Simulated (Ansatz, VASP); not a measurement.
## Two plane-wave programs on Si

```
CELL_PARAMETERS angstrom
4.47304 2.58251 1.85895
-4.47304 2.58251 1.85895
0.00000 -5.16503 1.85895
ATOMIC_POSITIONS crystal
Si 0.02304 0.72141 0.52544
Si 0.97696 0.27859 0.47456
Si 0.71556 0.71556 0.71556
Si 0.27859 0.47456 0.97696
Si 0.47456 0.97696 0.27859
Si 0.72141 0.52544 0.02304
Si 0.28444 0.28444 0.28444
Si 0.52544 0.02304 0.72141
```

Change from the starting cell: strain -0.040 along x and y, +0.000 along z, atoms carried along.

Alike in both runs: task single point; functional LDA; k mesh 12 × 12 × 12; occupations gaussian, width 0.15 eV; no spin polarisation.

|  | VASP | Ansatz |
| --- | --- | --- |
| version | VASP 6.6.1 | Ansatz 0.2.0 |
| potentials or method | VASP PAW LDA potentials, release 64 (Si), cutoff 520 eV | scalar-relativistic, plane waves, PAW |
| valence electrons in the cell | 32 | 32 |

```csv
,VASP,Ansatz,Ansatz less VASP
gap on the k mesh at the Fermi level (eV),none,none,-
pressure (GPa),10.6,10.5,-0.09
"traceless stress, the component that is largest in VASP (GPa)",-6.40,-6.38,+0.022
rms of the force components (eV/Å),0.370,0.366,-0.0039
```

LDA's correlation is that of Perdew and Zunger in VASP and of Perdew and Wang (1992) in Ansatz. Atom by atom the forces differ by 0.005 eV/Å (rms over components). A gap of «none» marks a metal or a gap that the smearing closes.
